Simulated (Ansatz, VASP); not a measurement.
Ge in VASP and in Ansatz

```
Ge
1.0
     2.86900    0.00000    0.00000
    -1.43450    2.48462    0.00000
     0.00000    0.00000    2.67492
Ge
1
Direct
  0.00000 0.00000 0.00000
```

Alike in both runs: functional PBE; k mesh 9 × 9 × 6; occupations gaussian, width 0.1 eV; no spin polarisation.

Ansatz relaxed the structure, and its values are those at the end. VASP's run is a single point on that final structure, the one shown.

|  | VASP | Ansatz |
| --- | --- | --- |
| version | VASP 6.6.1 | Ansatz 0.2.0 |
| potentials or method | VASP PAW PBE potentials, release 64 (Ge_d), cutoff 520 eV | scalar-relativistic, plane waves, PAW |
| valence electrons in the cell | 14 | 14 |

```csv
,VASP,Ansatz,Ansatz less VASP
gap on the k mesh at the Fermi level (eV),none,none,-
pressure (GPa),-0.2,0.0,+0.15
```

A gap of «none» marks a metal or a gap that the smearing closes.

The k mesh is coarse, so the values compare programs but aren't converged.
